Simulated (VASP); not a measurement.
# CoO (Fm-3m) in VASP: further runs

CoO is run at these levels: revPBE+D4, BLYP+D3(BJ); tasks: single point, relaxation of cell and atoms.

Program: VASP 6.6.1. These are calculated values, not measurements. Logs are shortened: lines on timing, memory, paths and dates and some standing lists are left out, and cuts for length are marked.

### Step 1. The cell of the first run

The structure is cubic, space group Fm-3m (No. 225). Conventional cell: a = 4.230 Å, b = 4.230 Å, c = 4.230 Å, α = 90.00°, β = 90.00°, γ = 90.00°. Within 2.8 Å of Co (site symmetry m-3m) lie 6 O at 2.11 Å. Within 2.8 Å of O (site symmetry m-3m) lie 6 Co at 2.11 Å.

### Step 2. Single point, revPBE+D4, collinear spin, ferromagnetic start

INCAR reads:

```
SYSTEM = CoO
PREC = Accurate ; ENCUT = 520
EDIFF = 1E-6 ; ISMEAR = -1
SIGMA = 0.05 ; LREAL = .FALSE.
LASPH = .TRUE. ; NELM = 150
ALGO = Normal ; ISIF = 2
LWAVE = .FALSE. ; LCHARG = .FALSE.
ISPIN = 2 ; MAGMOM = 2 0
LORBIT = 11 ; LMAXMIX = 4
GGA = RE ; IVDW = 13
NBANDS = 18
```

KPOINTS reads:

```
regular mesh
0
G
  11 11 11
  0 0 0
```

POSCAR reads:

```
CoO
1.0
    0.0000000000      2.1149739356      2.1149739356
    2.1149739356      0.0000000000      2.1149739356
    2.1149739356      2.1149739356      0.0000000000
Co O
1 1
Direct
    0.0000000000      0.0000000000      0.0000000000
    0.5000000000      0.5000000000      0.5000000000
```

Potentials or basis: VASP PAW PBE potentials, release 64 (Co, O).

Run with:

```sh
$ cat potpaw_PBE.64/Co/POTCAR potpaw_PBE.64/O/POTCAR > POTCAR
$ mpirun -np 1 vasp_std > vasp.out
```

OUTCAR:

```text
SYSTEM = CoO
   PREC = Accurate
   ENCUT = 520
   EDIFF = 1E-6
   ISMEAR = -1
   LREAL = .FALSE.
   LASPH = .TRUE.
   NELM = 150
   ISIF = 2
   ISPIN = 2
   LORBIT = 11
   GGA = RE
   IVDW = 13

 ion  position               nearest neighbor table
   1  0.000  0.000  0.000-   2 2.11   2 2.11   2 2.11   2 2.11   2 2.11   2 2.11
   2  0.500  0.500  0.500-   1 2.11   1 2.11   1 2.11   1 2.11   1 2.11   1 2.11

  LATTYP: Found a face centered cubic cell.
 ALAT       =     4.2299478712

  Lattice vectors:

 A1 = (   0.0000000000,   2.1149739356,   2.1149739356)
 A2 = (   2.1149739356,   0.0000000000,   2.1149739356)
 A3 = (   2.1149739356,   2.1149739356,   0.0000000000)

Analysis of symmetry for initial positions (statically):
=====================================================================
 Subroutine PRICEL returns:
 Original cell was already a primitive cell.

 Routine SETGRP: Setting up the symmetry group for a
 face centered cubic supercell.

 Subroutine GETGRP returns: Found 48 space group operations
 (whereof 48 operations were pure point group operations)
 out of a pool of 48 trial point group operations.

The static configuration has the point symmetry O_h .

Analysis of symmetry for dynamics (positions and initial velocities):
=====================================================================
 Subroutine PRICEL returns:
 Original cell was already a primitive cell.

 Routine SETGRP: Setting up the symmetry group for a
 face centered cubic supercell.

 Subroutine GETGRP returns: Found 48 space group operations
 (whereof 48 operations were pure point group operations)
 out of a pool of 48 trial point group operations.

The dynamic configuration has the point symmetry O_h .

Analysis of structural, dynamic, and magnetic symmetry:
=====================================================================
 Subroutine PRICEL returns:
 Original cell was already a primitive cell.

 Routine SETGRP: Setting up the symmetry group for a
 face centered cubic supercell.

 Subroutine GETGRP returns: Found 48 space group operations
 (whereof 48 operations were pure point group operations)
 out of a pool of 48 trial point group operations.

The overall configuration has the point symmetry O_h .

 Subroutine INISYM returns: Found 48 space group operations
 (whereof 48 operations are pure point group operations),
 and found     1 'primitive' translations

----------------------------------------------------------------------------------------

                                     Primitive cell

  volume of cell :      18.9210

  direct lattice vectors                    reciprocal lattice vectors
     0.000000000  2.114973936  2.114973936    -0.236409533  0.236409533  0.236409533
     2.114973936  0.000000000  2.114973936     0.236409533 -0.236409533  0.236409533
     2.114973936  2.114973936  0.000000000     0.236409533  0.236409533 -0.236409533

  length of vectors
     2.991024824  2.991024824  2.991024824     0.409473322  0.409473322  0.409473322

  position of ions in fractional coordinates (direct lattice)
     0.000000000  0.000000000  0.000000000
     0.500000000  0.500000000  0.500000000

  ion indices of the primitive-cell ions
   primitive index   ion index
                 1           1
                 2           2

----------------------------------------------------------------------------------------

 KPOINTS: regular mesh

Automatic generation of k-mesh.
 Grid dimensions read from file:
 generate k-points for:   11   11   11

 Generating k-lattice:

  Cartesian coordinates                     Fractional coordinates (reciprocal lattice)
    -0.021491776  0.021491776  0.021491776     0.090909091  0.000000000  0.000000000
     0.021491776 -0.021491776  0.021491776     0.000000000  0.090909091  0.000000000
     0.021491776  0.021491776 -0.021491776     0.000000000  0.000000000  0.090909091

  Length of vectors
     0.037224847  0.037224847  0.037224847

  Shift w.r.t. Gamma in fractional coordinates (k-lattice)
     0.000000000  0.000000000  0.000000000

 Subroutine IBZKPT returns following result:
 ===========================================

 Found     56 irreducible k-points:

 Following reciprocal coordinates:
            Coordinates               Weight
  0.000000  0.000000  0.000000      1.000000
  0.090909  0.000000  0.000000      8.000000
  0.181818  0.000000  0.000000      8.000000
  0.272727  0.000000  0.000000      8.000000
  0.363636  0.000000  0.000000      8.000000
  0.454545  0.000000  0.000000      8.000000
[... 16 lines left out ...]
 -0.272727  0.181818  0.000000     24.000000
 -0.181818  0.181818  0.000000     12.000000
 [... further k-points ...]
   k-points           NKPTS =     56   k-points in BZ     NKDIM =     56   number of bands    NBANDS=     18
   number of dos      NEDOS =    301   number of ions     NIONS =      2
   total plane-waves  NPLWV =  13824
   dimension x,y,z NGX =    24 NGY =   24 NGZ =   24
   dimension x,y,z NGXF=    48 NGYF=   48 NGZF=   48
   ions per type =               1   1
   NGX,Y,Z   is equivalent  to a cutoff of  13.34, 13.34, 13.34 a.u.
   NGXF,Y,Z  is equivalent  to a cutoff of  26.68, 26.68, 26.68 a.u.
 SYSTEM =  CoO
   PREC   = accura    normal or accurate (medium, high low for compatibility)
   ISTART =      0    job   : 0-new  1-cont  2-samecut
   ICHARG =      2    charge: 1-file 2-atom 10-const
   ISPIN  =      2    spin polarized calculation?
   LNONCOLLINEAR =      F non collinear calculations
   LSORBIT =      F    spin-orbit coupling
   LASPH  =      T    aspherical Exc in radial PAW
   ENCUT  =  520.0 eV  38.22 Ry    6.18 a.u.   5.56  5.56  5.56*2*pi/ulx,y,z
   NELM   =    150;   NELMIN=  2; NELMDL= -5     # of ELM steps
   EDIFF  = 0.1E-05   stopping-criterion for ELM
   LREAL  =      F    real-space projection
   EDIFFG = 0.1E-04   stopping-criterion for IOM
   NSW    =      0    number of steps for IOM
   IBRION =     -1    ionic relax: 0-MD 1-quasi-New 2-CG
   NFREE  =      0    steps in history (QN), initial steepest desc. (CG)
   ISIF   =      2    stress and relaxation
   ISYM   =      2    0-nonsym 1-usesym 2-fastsym
   POTIM  = 0.5000    time-step for ionic-motion
   TEBEG  =    0.0;   TEEND  =   0.0 temperature during run
   PSTRESS=    0.0 pullay stress
   NELECT =      15.0000    total number of electrons
   NUPDOWN=      -1.0000    fix difference up-down
   EMIN   =  10.00;   EMAX   =-10.00  energy-range for DOS
   EFERMI =   0.00;   METHOD = LEGACY
   ISMEAR =    -1;   SIGMA  =   0.05  broadening in eV -4-tet -1-fermi 0-gaus
   EFERMI_NEDOS =   21; number of points for ismear=-14 and -15
   IALGO  =     38    algorithm
   IMIX   =      4    mixing-type and parameters
     AMIX     =   0.40;   BMIX     =  1.00
     AMIX_MAG =   1.60;   BMIX_MAG =  1.00
  volume/ion in A,a.u.               =       9.46        63.84
  Fermi-wavevector in a.u.,A,eV,Ry     =   1.515154  2.863227 31.234799  2.295693
  Thomas-Fermi vector in A             =   2.624716
   LORBIT       =     11    0 simple, 1 ext, 2 COOP (PROOUT), +10 PAW based schemes
   GGA     = RE    functional components
   LHFCALC =     F    Hartree Fock is set to
   AEXX    =    0.0000 exact exchange contribution
   IVDW    =    13    specifies the selected vdW correction
   LEPSILON=     F    determine dielectric tensor
   LRPA    =     F    only Hartree local field effects (RPA)
 spin polarized calculation
  energy-cutoff  :      520.00
  volume of cell :       18.92
 maximum number of plane-waves:       532
   NGX = 11   NGY = 11   NGZ = 11

 number of electron      15.0000003 magnetization       2.8656857

 Free energy of the ion-electron system (eV)
  ---------------------------------------------------
  ext. energy  EPLUGINS =         0.00000000
  ---------------------------------------------------
  free energy    TOTEN  =       -12.32461727 eV

  energy without entropy =      -12.29040390  energy(sigma->0) =      -12.30751058

 E-fermi :   8.3129     XC(G=0): -12.4027

 val. band max:        8.3106118062   @ k =  -0.1818   0.2727   0.0909
 cond. band min:       8.3178669652   @ k =  -0.2727   0.1818   0.0000
 fundamental gap:      0.0072551590
 Fermi energy:         8.3128581968

 spin component 1

 k-point     1 :       0.0000    0.0000    0.0000
  band No.  band energies     occupation
      1     -12.1197      1.00000
      2       5.0279      1.00000
      3       5.0280      1.00000
      4       5.1188      1.00000
      5       5.1188      1.00000
      6       5.1188      1.00000
[... 10 lines left out ...]
     17      30.2544      0.00000
     18      33.5513      0.00000

 k-point     2 :       0.0909    0.0000    0.0000
  band No.  band energies     occupation
      1     -12.0321      1.00000
      2       4.2327      1.00000
      3       4.2327      1.00000
      4       4.2460      1.00000
      5       5.2545      1.00000
      6       5.2545      1.00000
[... 10 lines left out ...]
     17      31.3250      0.00000
     18      34.9261      0.00000

 k-point     3 :       0.1818    0.0000    0.0000
  band No.  band energies     occupation
      1     -11.7878      1.00000
      2       2.9610      1.00000
      3       3.4800      1.00000
      4       3.4800      1.00000
      5       5.4108      1.00000
      6       5.4108      1.00000
[... 412 lines left out ...]
 k-point    23 :      -0.2727    0.1818    0.0000
  band No.  band energies     occupation
      1     -11.0728      1.00000
      2       0.9928      1.00000
      3       2.3740      1.00000
      4       2.7257      1.00000
      5       5.7150      1.00000
      6       5.7261      1.00000
[... 10 lines left out ...]
     17      36.4227      0.00000
     18      38.2588      0.00000

 k-point    24 :      -0.1818    0.1818    0.0000
  band No.  band energies     occupation
      1     -11.3574      1.00000
      2       1.5690      1.00000
      3       2.6252      1.00000
      4       3.2525      1.00000
      5       5.5591      1.00000
      6       5.5797      1.00000
[... 10 lines left out ...]
     17      36.4951      0.00000
     18      38.2572      0.00000

 [... further k-points ...]

 spin component 2

 k-point     1 :       0.0000    0.0000    0.0000
  band No.  band energies     occupation
      1     -11.6367      1.00000
      2       5.6659      1.00000
      3       5.6659      1.00000
      4       5.6659      1.00000
      5       7.1760      1.00000
      6       7.1760      1.00000
[... 10 lines left out ...]
     17      31.2314      0.00000
     18      34.3564      0.00000

 k-point     2 :       0.0909    0.0000    0.0000
  band No.  band energies     occupation
      1     -11.5468      1.00000
      2       4.9464      1.00000
      3       5.3669      1.00000
      4       5.3669      1.00000
      5       7.2843      1.00000
      6       7.2844      1.00000
[... 10 lines left out ...]
     17      32.1393      0.00000
     18      35.7852      0.00000

 k-point     3 :       0.1818    0.0000    0.0000
  band No.  band energies     occupation
      1     -11.2958      1.00000
      2       3.6118      1.00000
      3       4.7836      1.00000
      4       4.7836      1.00000
      5       7.5059      1.00000
      6       7.5059      1.00000
[... 412 lines left out ...]
 k-point    23 :      -0.2727    0.1818    0.0000
  band No.  band energies     occupation
      1     -10.5521      1.00000
      2       1.6574      1.00000
      3       3.5406      1.00000
      4       3.7813      1.00000
      5       7.8011      0.99996
      6       8.1571      0.95754
[... 10 lines left out ...]
     17      36.8765      0.00000
     18      38.8524      0.00000

 k-point    24 :      -0.1818    0.1818    0.0000
  band No.  band energies     occupation
      1     -10.8496      1.00000
      2       2.2970      1.00000
      3       4.0398      1.00000
      4       4.0594      1.00000
      5       7.5896      1.00000
      6       8.0400      0.99575
[... 10 lines left out ...]
     17      37.1022      0.00000
     18      38.8371      0.00000

 [... further k-points ...]

------------------------ aborting loop because EDIFF is reached ----------------------------------------

  DFT-D4 for vdW energy calculation

  Edisp (eV):   -1.08032

  FORCE on cell =-STRESS in cart. coord.  units (eV):
  Direction    XX          YY          ZZ          XY          YZ          ZX
  --------------------------------------------------------------------------------------
  -------------------------------------------------------------------------------------
  Total      -0.08309    -0.08309    -0.08309     0.00000    -0.00000     0.00000
  in kB      -7.03612    -7.03612    -7.03612     0.00000    -0.00000     0.00000
  external pressure =       -7.04 kB  Pullay stress =        0.00 kB

 VOLUME and BASIS-vectors are now :
 -----------------------------------------------------------------------------
  energy-cutoff  :      520.00
  volume of cell :       18.92
      direct lattice vectors                 reciprocal lattice vectors
     0.000000000  2.114973936  2.114973936    -0.236409533  0.236409533  0.236409533
     2.114973936  0.000000000  2.114973936     0.236409533 -0.236409533  0.236409533
     2.114973936  2.114973936  0.000000000     0.236409533  0.236409533 -0.236409533

 POSITION                                       TOTAL-FORCE (eV/Angst)
 -----------------------------------------------------------------------------------
      0.00000      0.00000      0.00000         0.000000      0.000000      0.000000
      2.11497      2.11497      2.11497         0.000000      0.000000      0.000000
 -----------------------------------------------------------------------------------
    total drift:                                0.000000     -0.000000     -0.000000

  FREE ENERGIE OF THE ION-ELECTRON SYSTEM (eV)
  ---------------------------------------------------
  free  energy   TOTEN  =       -13.4049407634 eV

  energy  without entropy=      -13.3707273932  energy(sigma->0) =      -13.38783408

 total charge

# of ion       s       p       d       tot
------------------------------------------
    1        0.299   0.369   7.156   7.825
    2        1.560   3.440   0.000   5.001
--------------------------------------------------
tot          1.859   3.810   7.156  12.825

 magnetization (x)

# of ion       s       p       d       tot
------------------------------------------
    1        0.021   0.018   2.497   2.535
    2        0.029   0.257   0.000   0.286
--------------------------------------------------
tot          0.049   0.275   2.497   2.821
```

Wall time 78 s (1 thread of AMD EPYC 7R13, shared host); peak memory 0.14 GiB.

What came out:

| Item | Value |
| --- | --- |
| Free energy | -13.4049 eV |
| Pressure | -0.7 GPa |
| Net moment | 2.87 μB per cell |
| Site moments | Co +2.54; O +0.29 μB |
| Valence electrons inside the program's atomic spheres | Co 7.83; O 5.00 |
| Dispersion energy per atom | -0.540 eV |

Caveat: the PAW data sets were made with another functional, which shifts forces and pressure a little; a cell with one magnetic atom can't hold antiferromagnetic order, which such compounds often take; semilocal functionals often make such compounds metallic where correlation or magnetic order opens a gap, which also shifts bond lengths. With open d or f shells a metallic result of revPBE can be an artefact of self-interaction; +U or a hybrid may open a gap.

### Step 3. Single point, BLYP+D3(BJ), collinear spin, ferromagnetic start

This run uses another cell than the first one, of 9.65 Å³/atom.

INCAR reads:

```
PREC     = Accurate       # precision mode
ENCUT    = 520            # plane-wave cutoff, eV
EDIFF    = 1E-6           # SCF threshold, eV
ISMEAR   = -1             # smearing method
SIGMA    = 0.05           # smearing width, eV
LREAL    = False          # projectors in reciprocal space
LASPH    = True           # aspherical terms in the spheres
NELM     = 150            # most SCF steps
ALGO     = Normal         # electronic algorithm
ISIF     = 2              # what is computed and relaxed
LWAVE    = False          # write WAVECAR
LCHARG   = False          # write CHGCAR
ISPIN    = 2              # spin polarisation
MAGMOM   = 2 0            # initial moments
LORBIT   = 11             # projections on sites
LMAXMIX  = 4              # l up to which the mixer works
GGA      = B5             # functional
ALDAX    = 1.0          
AGGAX    = 1.0          
AGGAC    = 1.0          
ALDAC    = 0.0          
IVDW     = 12             # dispersion correction
VDW_S6   = 1.0          
VDW_S8   = 2.6996       
VDW_A1   = 0.4298       
VDW_A2   = 4.2359       
NBANDS   = 18             # bands
```

KPOINTS reads:

```
Automatic mesh
0
Gamma
  11 11 11
```

POSCAR reads:

```
CoO
1.0
    0.0000000000      2.1287300984      2.1287300984
    2.1287300984      0.0000000000      2.1287300984
    2.1287300984      2.1287300984      0.0000000000
Co O
1 1
Direct
    0.0000000000      0.0000000000      0.0000000000
    0.5000000000      0.5000000000      0.5000000000
```

Potentials or basis: VASP PAW PBE potentials, release 64 (Co, O).

Run with:

```sh
$ cat potpaw_PBE.64/Co/POTCAR potpaw_PBE.64/O/POTCAR > POTCAR
$ mpirun -np 1 vasp_std > vasp.out
```

Wall time 2 min (1 thread of AMD EPYC 7R13, shared host); peak memory 0.15 GiB.

Results (log left out):

| Quantity | Value |
| --- | --- |
| Free energy | -13.2318 eV |
| Pressure | -0.6 GPa |
| Net moment | 2.76 μB per cell |
| Site moments | Co +2.44; O +0.27 μB |
| Valence electrons inside the program's atomic spheres | Co 7.82; O 4.99 |
| Dispersion energy per atom | -0.558 eV |

Levels at points of the mesh, in eV from the Fermi level:
Spin up:
```csv
k point,band 6,band 7,band 8,band 9,band 10,band 11,band 12,band 13
"(0.00, 0.00, 0.00)",-3.02,-2.88,-2.88,-2.88,1.36,17.62,18.56,18.56
```
Spin down:
```tsv
k point	band 4	band 5	band 6	band 7	band 8	band 9
(0.00, 0.00, 0.00)	-2.59	-1.09	-1.09	-1.09	0.09	0.09
```

Caveat: the PAW data sets were made with another functional, which shifts forces and pressure a little; a cell with one magnetic atom can't hold antiferromagnetic order, which such compounds often take; semilocal functionals often make such compounds metallic where correlation or magnetic order opens a gap, which also shifts bond lengths.

(Continued in part 2 of 2.)
